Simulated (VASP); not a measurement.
# GaH6 (Pm-3m) in VASP: a series of runs

Runs on GaH6. Level: PBE. Tasks: relaxation of cell and atoms, single point.

All numbers are computed with VASP 6.6.1; they aren't measurements. Logs are shortened: lines on timing, memory, paths and dates and some standing lists are left out, and cuts for length are marked.

## (1) The cell of the first run

The structure is cubic, space group Pm-3m (No. 221). The conventional cell has a = 3.988 Å, b = 3.988 Å, c = 3.988 Å, α = 90.00°, β = 90.00°, γ = 90.00°. Within 3.9 Å of Ga (site symmetry m-3m) lie 24 H at 2.94 Å. Within 2.2 Å of H (site symmetry 4mm) lie 5 H at 1.65 Å.

## (2) Relaxation of cell and atoms, PBE

Input file INCAR:

```
SYSTEM = GaH6
  ALGO = Normal
  EDIFF = 1E-7
  EDIFFG = -0.04
  ENCUT = 600
  GGA = PE
  IBRION = 2
  ISIF = 3
  ISMEAR = 0
  LASPH = .TRUE.
  LCHARG = .FALSE.
  LREAL = .FALSE.
  LWAVE = .FALSE.
  NELM = 100
  NSW = 90
  PREC = Accurate
  SIGMA = 0.1
```

Input file KPOINTS:

```
k-points
0
G
  4 4 4
  0 0 0
```

Input file POSCAR:

```
GaH6
1.0
    3.9877923600      0.0000000000      0.0000000000
    0.0000000000      3.9877923600      0.0000000000
    0.0000000000      0.0000000000      3.9877923600
Ga H
1 6
Direct
    0.0000000000      0.0000000000      0.0000000000
    0.5000000000      0.5000000000      0.2070000000
    0.5000000000      0.5000000000      0.7930000000
    0.2070000000      0.5000000000      0.5000000000
    0.7930000000      0.5000000000      0.5000000000
    0.5000000000      0.2070000000      0.5000000000
    0.5000000000      0.7930000000      0.5000000000
```

Potentials or basis: VASP PAW PBE potentials, release 64 (Ga_d, H).

Launch:

```bash
cat potpaw_PBE.64/Ga_d/POTCAR potpaw_PBE.64/H/POTCAR > POTCAR
mpirun -np 1 vasp_std > vasp.out
```

OUTCAR:

```text
SYSTEM = GaH6
   EDIFF = 1E-7
   EDIFFG = -0.04
   ENCUT = 600
   GGA = PE
   IBRION = 2
   ISIF = 3
   ISMEAR = 0
   LASPH = .TRUE.
   LREAL = .FALSE.
   NELM = 100
   NSW = 90
   PREC = Accurate

 ion  position               nearest neighbor table
   1  0.000  0.000  0.000-
   2  0.500  0.500  0.207-
   3  0.500  0.500  0.793-
   4  0.207  0.500  0.500-
   5  0.793  0.500  0.500-
   6  0.500  0.207  0.500-
   7  0.500  0.793  0.500-

  LATTYP: Found a simple cubic cell.
 ALAT       =     3.9877923600

  Lattice vectors:

 A1 = (   3.9877923600,   0.0000000000,   0.0000000000)
 A2 = (   0.0000000000,   3.9877923600,   0.0000000000)
 A3 = (   0.0000000000,   0.0000000000,   3.9877923600)

Analysis of symmetry for initial positions (statically):
=====================================================================
 Subroutine PRICEL returns:
 Original cell was already a primitive cell.

 Routine SETGRP: Setting up the symmetry group for a
 simple cubic supercell.

 Subroutine GETGRP returns: Found 48 space group operations
 (whereof 48 operations were pure point group operations)
 out of a pool of 48 trial point group operations.

The static configuration has the point symmetry O_h .

Analysis of symmetry for dynamics (positions and initial velocities):
=====================================================================
 Subroutine PRICEL returns:
 Original cell was already a primitive cell.

 Routine SETGRP: Setting up the symmetry group for a
 simple cubic supercell.

 Subroutine GETGRP returns: Found 48 space group operations
 (whereof 48 operations were pure point group operations)
 out of a pool of 48 trial point group operations.

The dynamic configuration has the point symmetry O_h .

 Subroutine INISYM returns: Found 48 space group operations
 (whereof 48 operations are pure point group operations),
 and found     1 'primitive' translations

----------------------------------------------------------------------------------------

                                     Primitive cell

  volume of cell :      63.4158

  direct lattice vectors                    reciprocal lattice vectors
     3.987792360  0.000000000  0.000000000     0.250765313  0.000000000  0.000000000
     0.000000000  3.987792360  0.000000000     0.000000000  0.250765313  0.000000000
     0.000000000  0.000000000  3.987792360     0.000000000  0.000000000  0.250765313

  length of vectors
     3.987792360  3.987792360  3.987792360     0.250765313  0.250765313  0.250765313

  position of ions in fractional coordinates (direct lattice)
     0.000000000  0.000000000  0.000000000
     0.500000000  0.500000000  0.207000000
     0.500000000  0.500000000  0.793000000
     0.207000000  0.500000000  0.500000000
     0.793000000  0.500000000  0.500000000
     0.500000000  0.207000000  0.500000000
     0.500000000  0.793000000  0.500000000

  ion indices of the primitive-cell ions
   primitive index   ion index
                 1           1
                 2           2
                 3           3
                 4           4
                 5           5
                 6           6
                 7           7

----------------------------------------------------------------------------------------

 KPOINTS: k-points

Automatic generation of k-mesh.
 Grid dimensions read from file:
 generate k-points for:    4    4    4

 Generating k-lattice:

  Cartesian coordinates                     Fractional coordinates (reciprocal lattice)
     0.062691328  0.000000000  0.000000000     0.250000000  0.000000000  0.000000000
     0.000000000  0.062691328  0.000000000     0.000000000  0.250000000  0.000000000
     0.000000000  0.000000000  0.062691328     0.000000000  0.000000000  0.250000000

  Length of vectors
     0.062691328  0.062691328  0.062691328

  Shift w.r.t. Gamma in fractional coordinates (k-lattice)
     0.000000000  0.000000000  0.000000000

 Subroutine IBZKPT returns following result:
 ===========================================

 Found     10 irreducible k-points:

 Following reciprocal coordinates:
            Coordinates               Weight
  0.000000  0.000000  0.000000      1.000000
  0.250000  0.000000  0.000000      6.000000
  0.500000  0.000000  0.000000      3.000000
  0.250000  0.250000  0.000000     12.000000
  0.500000  0.250000  0.000000     12.000000
  0.500000  0.500000  0.000000      3.000000
  0.250000  0.250000  0.250000      8.000000
  0.500000  0.250000  0.250000     12.000000
  0.500000  0.500000  0.250000      6.000000
  0.500000  0.500000  0.500000      1.000000
   k-points           NKPTS =     10   k-points in BZ     NKDIM =     10   number of bands    NBANDS=     13
   number of dos      NEDOS =    301   number of ions     NIONS =      7
   total plane-waves  NPLWV =  32768
   dimension x,y,z NGX =    32 NGY =   32 NGZ =   32
   dimension x,y,z NGXF=    64 NGYF=   64 NGZF=   64
   ions per type =               1   6
   NGX,Y,Z   is equivalent  to a cutoff of  13.34, 13.34, 13.34 a.u.
   NGXF,Y,Z  is equivalent  to a cutoff of  26.68, 26.68, 26.68 a.u.
 SYSTEM =  GaH6
   PREC   = accura    normal or accurate (medium, high low for compatibility)
   ISTART =      0    job   : 0-new  1-cont  2-samecut
   ICHARG =      2    charge: 1-file 2-atom 10-const
   ISPIN  =      1    spin polarized calculation?
   LNONCOLLINEAR =      F non collinear calculations
   LSORBIT =      F    spin-orbit coupling
   LASPH  =      T    aspherical Exc in radial PAW
   ENCUT  =  600.0 eV  44.10 Ry    6.64 a.u.   7.96  7.96  7.96*2*pi/ulx,y,z
   NELM   =    100;   NELMIN=  2; NELMDL= -5     # of ELM steps
   EDIFF  = 0.1E-06   stopping-criterion for ELM
   LREAL  =      F    real-space projection
   EDIFFG = -.4E-01   stopping-criterion for IOM
   NSW    =     90    number of steps for IOM
   IBRION =      2    ionic relax: 0-MD 1-quasi-New 2-CG
   NFREE  =      1    steps in history (QN), initial steepest desc. (CG)
   ISIF   =      3    stress and relaxation
   ISYM   =      2    0-nonsym 1-usesym 2-fastsym
   POTIM  = 0.5000    time-step for ionic-motion
   TEBEG  =    0.0;   TEEND  =   0.0 temperature during run
   PSTRESS=    0.0 pullay stress
   NELECT =      19.0000    total number of electrons
   NUPDOWN=      -1.0000    fix difference up-down
   EMIN   =  10.00;   EMAX   =-10.00  energy-range for DOS
   EFERMI =   0.00;   METHOD = LEGACY
   ISMEAR =     0;   SIGMA  =   0.10  broadening in eV -4-tet -1-fermi 0-gaus
   EFERMI_NEDOS =   21; number of points for ismear=-14 and -15
   IALGO  =     38    algorithm
   IMIX   =      4    mixing-type and parameters
     AMIX     =   0.40;   BMIX     =  1.00
     AMIX_MAG =   1.60;   BMIX_MAG =  1.00
  volume/ion in A,a.u.               =       9.06        61.14
  Fermi-wavevector in a.u.,A,eV,Ry     =   1.095452  2.070105 16.327207  1.200016
  Thomas-Fermi vector in A             =   2.231776
   LORBIT       =      0    0 simple, 1 ext, 2 COOP (PROOUT), +10 PAW based schemes
   GGA     = PE    functional components
   LHFCALC =     F    Hartree Fock is set to
   AEXX    =    0.0000 exact exchange contribution
   IVDW    =     0    specifies the selected vdW correction
   LEPSILON=     F    determine dielectric tensor
   LRPA    =     F    only Hartree local field effects (RPA)
 conjugate gradient relaxation of ions
 non-spin polarized calculation
 Gauss-broadening in eV      SIGMA  =   0.10
  energy-cutoff  :      600.00
  volume of cell :       63.42
 maximum number of plane-waves:      2176
 NGX is ok and might be reduce to    32
   NGX = 15   NGY = 15   NGZ = 15

--------------------------------------- Ionic step        1  -------------------------------------------

 number of electron      18.9999999 magnetization

 Free energy of the ion-electron system (eV)
  ---------------------------------------------------
  ext. energy  EPLUGINS =         0.00000000
  ---------------------------------------------------
  free energy    TOTEN  =       -15.84356315 eV

  energy without entropy =      -15.83520196  energy(sigma->0) =      -15.83938256

------------------------ aborting loop because EDIFF is reached ----------------------------------------

  FORCE on cell =-STRESS in cart. coord.  units (eV):
  Direction    XX          YY          ZZ          XY          YZ          ZX
  --------------------------------------------------------------------------------------
  -------------------------------------------------------------------------------------
  Total       -4.0315860     -4.0315860     -4.0315860      0.0000000     -0.0000000      0.0000000
  in kB     -101.8565357   -101.8565357   -101.8565357      0.0000000     -0.0000000      0.0000000
  external PRESSURE =    -101.8565357 kB  Pullay stress =       0.0000000 kB
[... 428 lines left out ...]
 k-point    10 :       0.5000    0.5000    0.5000
  band No.  band energies     occupation
      1     -11.0397      2.00000
      2     -11.0397      2.00000
      3     -11.0397      2.00000
      4     -10.8650      2.00000
      5     -10.8650      2.00000
      6      -3.7144      2.00000
      7      -3.7144      2.00000
      8      -3.7144      2.00000
      9       1.2754      2.00000
     10       1.3241      2.00000
     11       3.0898      2.00000
     12       3.0898      2.00000
     13       3.0898      2.00000

[... ionic steps 4 to 22 ...]

--------------------------------------- Ionic step       23  -------------------------------------------

 number of electron      18.9999993 magnetization

------------------------ aborting loop because EDIFF is reached ----------------------------------------

  FORCE on cell =-STRESS in cart. coord.  units (eV):
  Direction    XX          YY          ZZ          XY          YZ          ZX
  --------------------------------------------------------------------------------------
  -------------------------------------------------------------------------------------
  Total        0.2853960      0.2853960      0.2853960      0.0000000      0.0000000     -0.0000000
  in kB        4.9086820      4.9086820      4.9086820      0.0000000      0.0000000     -0.0000000
  external PRESSURE =       4.9086820 kB  Pullay stress =       0.0000000 kB
[... 67 lines left out ...]
  energy  without entropy=      -20.7018763226  energy(sigma->0) =      -20.71330127

--------------------------------------- Ionic step       25  -------------------------------------------

 number of electron      19.0000032 magnetization

 Free energy of the ion-electron system (eV)
  ---------------------------------------------------
  ext. energy  EPLUGINS =         0.00000000
  ---------------------------------------------------
  free energy    TOTEN  =       -20.72658772 eV

  energy without entropy =      -20.70422163  energy(sigma->0) =      -20.71540467

 E-fermi :   0.6850     XC(G=0):  -6.7840

 val. band max:        0.6614616946   @ k =   0.5000   0.2500   0.2500
 cond. band min:       0.7932169567   @ k =   0.5000   0.5000   0.0000
 fundamental gap:      0.1317552621
 Fermi energy:         0.6849959422

 k-point     1 :       0.0000    0.0000    0.0000
  band No.  band energies     occupation
      1     -15.5565      2.00000
      2     -15.5565      2.00000
      3     -15.5528      2.00000
      4     -15.5528      2.00000
      5     -15.5528      2.00000
      6      -9.2539      2.00000
      7      -7.0298      2.00000
      8      -7.0298      2.00000
      9      -4.6352      2.00000
     10       1.1526      0.00000
     11       1.1526      0.00000
     12       1.1526      0.00000
[... 177 lines left out ...]
  FREE ENERGIE OF THE ION-ELECTRON SYSTEM (eV)
  ---------------------------------------------------
  free  energy   TOTEN  =       -20.7265877159 eV

  energy  without entropy=      -20.7042216316  energy(sigma->0) =      -20.71540467

 reached required accuracy - stopping structural energy minimisation
```

Wall time 3.5 min (1 thread of Intel Xeon Platinum 8259CL at 2.50GHz (Skylake/Cascade Lake), shared host); peak memory 0.19 GiB.

Results:

```yaml
Free_energy: -20.7266 eV
Relaxed_volume: 13.66 Å³/atom
Relaxed_cell: a = 4.573 Å, b = 4.573 Å, c = 4.573 Å, α = 90.00°, β = 90.00°, γ = 90.00°
Space_group_after_relaxing_to_0.05_Å: Pm-3m (No. 221)
Energy_gained_by_relaxing: 697.6 meV/atom
Ionic_steps: 25
Pressure_after_relaxing: 0.0 GPa
Largest_force_after_relaxing: 0.019 eV/Å
```

Forces in eV/Å, atoms in the order of the input:
```
Ga   0.000  0.000  0.000
H    0.000  0.000  0.019
H    0.000  0.000 -0.019
H    0.019  0.000  0.000
H   -0.019  0.000  0.000
H    0.000  0.019  0.000
H    0.000 -0.019  0.000
```

The path:
```csv
step,energy change (eV),largest force (eV/Å),pressure (GPa),volume (Å³)
1,0.0000,1.1175,-10.19,63.42
2,-0.7448,1.5383,-9.90,58.28
3,-3.0161,1.8137,0.87,44.53
4,30.0813,82.3719,307.24,23.88
5,-2.2475,1.9592,-0.75,44.08
6,-2.5993,0.5478,37.99,32.96
7,-2.7930,1.8462,8.68,38.92
8,-2.9677,1.2267,19.49,35.85
9,-2.8288,2.4882,35.76,35.72
10,-3.1600,0.0305,25.91,35.79
11,-3.5867,0.1310,19.35,38.88
12,-4.2979,0.8786,9.58,49.21
13,-4.0533,5.1523,9.05,75.04
14,-4.4053,2.1617,8.62,60.05
15,-4.7030,0.3835,3.14,64.81
16,-4.7363,0.3312,0.87,67.45
17,-4.7364,0.2935,0.99,67.29
18,-4.7453,0.3050,0.88,68.15
19,-4.7701,0.3375,0.63,70.76
20,-4.8135,0.3850,0.29,76.18
21,-4.8757,0.1425,0.11,87.84
22,-4.7892,1.2618,0.74,114.60
23,-4.8787,0.2996,0.49,93.15
24,-4.8812,0.1619,-0.30,97.31
25,-4.8830,0.0192,-0.01,95.62
```

Final structure:
```yaml
crystal:
  lattice:
    - [4.57284, 0.00000, 0.00000]
    - [0.00000, 4.57284, 0.00000]
    - [0.00000, 0.00000, 4.57284]
  atoms:
    - { symbol: Ga, position: [0.00000, 0.00000, 0.00000] }
    - { symbol: H, position: [0.50000, 0.50000, 0.08248] }
    - { symbol: H, position: [0.50000, 0.50000, 0.91752] }
    - { symbol: H, position: [0.08248, 0.50000, 0.50000] }
    - { symbol: H, position: [0.91752, 0.50000, 0.50000] }
    - { symbol: H, position: [0.50000, 0.08248, 0.50000] }
    - { symbol: H, position: [0.50000, 0.91752, 0.50000] }
```

Levels at points of the mesh, in eV from the Fermi level:
| k point | band 6 | band 7 | band 8 | band 9 | band 10 | band 11 | band 12 | band 13 |
| --- | --- | --- | --- | --- | --- | --- | --- | --- |
| (0.00, 0.00, 0.00) | -9.94 | -7.71 | -7.71 | -5.32 | 0.47 | 0.47 | 0.47 | 5.15 |
| (0.50, 0.00, 0.00) | -9.06 | -8.69 | -7.68 | -5.65 | 0.82 | 1.31 | 1.31 | 3.36 |
| (0.50, 0.50, 0.00) | -8.37 | -8.37 | -8.36 | -6.06 | 0.11 | 0.11 | 1.47 | 1.85 |
| (0.50, 0.50, 0.50) | -8.25 | -8.25 | -8.25 | -5.67 | -0.79 | -0.79 | -0.79 | -0.07 |

Caveat: the k points lie up to 0.34 Å⁻¹ apart in the final cell; the volume moved by over 15 % at a fixed basis, so the end points are rough; the bands computed are all filled at some k points, so no gap is given.

## (3) Single point, PBE

This run uses another cell than the first one, of 15.73 Å³/atom, 1.737 times its volume.

Input file INCAR:

```
SYSTEM = GaH6
PREC = Accurate ; ENCUT = 520
EDIFF = 1E-6 ; ISMEAR = 0
SIGMA = 0.1 ; LREAL = .FALSE.
LASPH = .TRUE. ; NELM = 100
ALGO = Normal ; ISIF = 2
LWAVE = .FALSE. ; LCHARG = .FALSE.
GGA = PE ; NBANDS = 18
```

Input file KPOINTS:

```
Automatic mesh
0
G
  8 8 8
  0 0 0
```

Input file POSCAR:

```
GaH6
1.0
    4.7932736890      0.0000000000      0.0000000000
    0.0000000000      4.7932736890      0.0000000000
    0.0000000000      0.0000000000      4.7932736890
Ga H
1 6
Direct
    0.0000000000      0.0000000000      0.0000000000
    0.5000000000      0.5000000000      0.0784497832
    0.5000000000      0.5000000000      0.9215502168
    0.0784497832      0.5000000000      0.5000000000
    0.9215502168      0.5000000000      0.5000000000
    0.5000000000      0.0784497832      0.5000000000
    0.5000000000      0.9215502168      0.5000000000
```

Potentials or basis: VASP PAW PBE potentials, release 64 (Ga_d, H).

Launch:

```bash
cat potpaw_PBE.64/Ga_d/POTCAR potpaw_PBE.64/H/POTCAR > POTCAR
mpirun -np 1 vasp_std > vasp.out
```

It took 43 s on 1 thread of Intel Xeon Platinum 8259CL at 2.50GHz (Skylake/Cascade Lake), shared host; peak memory 0.24 GiB.

It converged, with:

```yaml
Free_energy: -20.8036 eV
Pressure: -0.1 GPa
Largest_force: 0.013 eV/Å
```

Forces on the atoms (eV/Å):
```
Ga   0.000  0.000  0.000
H    0.000  0.000 -0.013
H    0.000  0.000  0.013
H   -0.013  0.000  0.000
H    0.013  0.000  0.000
H    0.000 -0.013  0.000
H    0.000  0.013  0.000
```

Levels at points of the mesh, in eV from the Fermi level:
```tsv
k point	band 6	band 7	band 8	band 9	band 10	band 11	band 12	band 13
(0.00, 0.00, 0.00)	-9.43	-7.72	-7.72	-5.55	0.48	0.48	0.48	4.78
(0.50, 0.00, 0.00)	-8.74	-8.44	-7.70	-5.80	0.57	1.14	1.14	3.35
(0.50, 0.50, 0.00)	-8.21	-8.21	-8.20	-6.06	0.04	0.04	1.56	1.56
(0.50, 0.50, 0.50)	-8.13	-8.13	-8.13	-5.78	-0.63	-0.63	-0.63	0.30
```

(Part 1 of 2 ends here.)
